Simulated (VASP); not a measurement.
Write the native input for VASP 6.6.1 that does the following.

| Property | Result |
| --- | --- |
| Task | single point |
| Functional | PBE |
| Potentials or basis | VASP PAW PBE potentials, release 64 (B, N) |
| Cutoff | 520 eV |
| k mesh | 12 × 12 × 6 |
| Occupations | gaussian, width 0.02 eV |
| Spin | no spin polarisation |
| Dipole correction | no |
| Further INCAR settings | ALGO = Normal; EDIFF = 1e-06; NBANDS = 16 |

The structure of BN lies in POSCAR:

```
BN
1.0
    2.4186539007      0.0000000000      0.0000000000
   -1.2093269503      2.0946157210      0.0000000000
    0.0000000000      0.0000000000      4.3406008283
B N
2 2
Direct
    0.3333333333      0.6666666667      0.2500000000
    0.6666666667      0.3333333333      0.7500000000
    0.3333333333      0.6666666667      0.7500000000
    0.6666666667      0.3333333333      0.2500000000
```

These files were run (other wordings do the same):

INCAR

```
SYSTEM = BN
ALGO = Normal
EDIFF = 1E-6
ENCUT = 520
GGA = PE
ISIF = 2
ISMEAR = 0
LASPH = .TRUE.
LCHARG = .TRUE.
LELF = .TRUE.
LREAL = .FALSE.
LVHAR = .TRUE.
LWAVE = .FALSE.
NBANDS = 16
NELM = 100
PREC = Accurate
SIGMA = 0.02
```

KPOINTS

```
k-points
0
G
  12 12 6
  0 0 0
```

Potentials or basis: VASP PAW PBE potentials, release 64 (B, N).

Run with:

```sh
$ cat potpaw_PBE.64/B/POTCAR potpaw_PBE.64/N/POTCAR > POTCAR
$ mpirun -np 1 vasp_std > vasp.out
```

Results of the run:

```json
{
 "Pressure": "90.2 GPa",
 "Band gap on the k mesh": "3.47 eV, indirect (least direct gap 4.83 eV)"
}
```

Run time: 15 s on 1 thread of Intel Xeon 6975P-C, with other jobs on the host, peak memory 0.14 GiB.
